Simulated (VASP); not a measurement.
**InSe: single point with PBEsol**

InSe:

```
In Se
1.0
     1.80947    1.04470    7.56744
    -1.80947    1.04470    7.56744
     0.00000   -2.08940    7.56744
In Se
2 2
Direct
  0.99908 0.99908 0.99908
  0.11262 0.11262 0.11262
  0.60374 0.60374 0.60374
  0.84056 0.84056 0.84056
```

- Program: VASP 6.6.1
- Task: single point
- Functional: PBEsol
- Potentials or basis: VASP PAW PBE potentials, release 64 (In_d, Se)
- Cutoff: 520 eV
- k mesh: 6 × 6 × 6
- Occupations: gaussian, width 0.01 eV
- Spin: no spin polarisation

```yaml
Pressure: 20.2 GPa
Largest_force: 0.028 eV/Å
Band_gap_on_the_k_mesh: 0.49 eV, indirect (least direct gap 1.44 eV)
```

Forces in eV/Å, atoms in the order of the input:
```
In   0.000  0.000  0.027
In   0.000  0.000 -0.026
Se   0.000  0.000 -0.028
Se   0.000  0.000  0.027
```

Levels at points of the mesh, in eV from the valence-band top:
| k point | band 16 | band 17 | band 18 | band 19 | band 20 | band 21 | band 22 | band 23 |
| --- | --- | --- | --- | --- | --- | --- | --- | --- |
| (0.00, 0.00, 0.00) | -1.41 | -1.41 | -0.62 | -0.62 | 3.27 | 3.66 | 4.19 | 5.24 |
| (0.50, 0.00, 0.00) | -3.75 | -3.00 | -2.01 | -1.90 | 0.49 | 2.66 | 3.69 | 4.39 |
| (0.50, 0.50, 0.00) | -3.71 | -3.18 | -2.02 | -1.59 | 0.59 | 2.49 | 2.71 | 3.59 |
| (0.50, 0.50, 0.50) | -1.48 | -0.52 | -0.52 | -0.13 | 1.30 | 3.56 | 4.93 | 4.93 |

Run time: 3.2 min on 1 thread of Intel(R) Xeon(R) Platinum 8488C (Sapphire Rapids), with other jobs on the host, peak memory 0.47 GiB.

Caveat: the PAW data sets were made with another functional, which shifts forces and pressure a little; spin-orbit coupling is left out, which moves the levels of the heavy elements. PBEsol gaps usually lie below the measured ones, often by a third to a half.
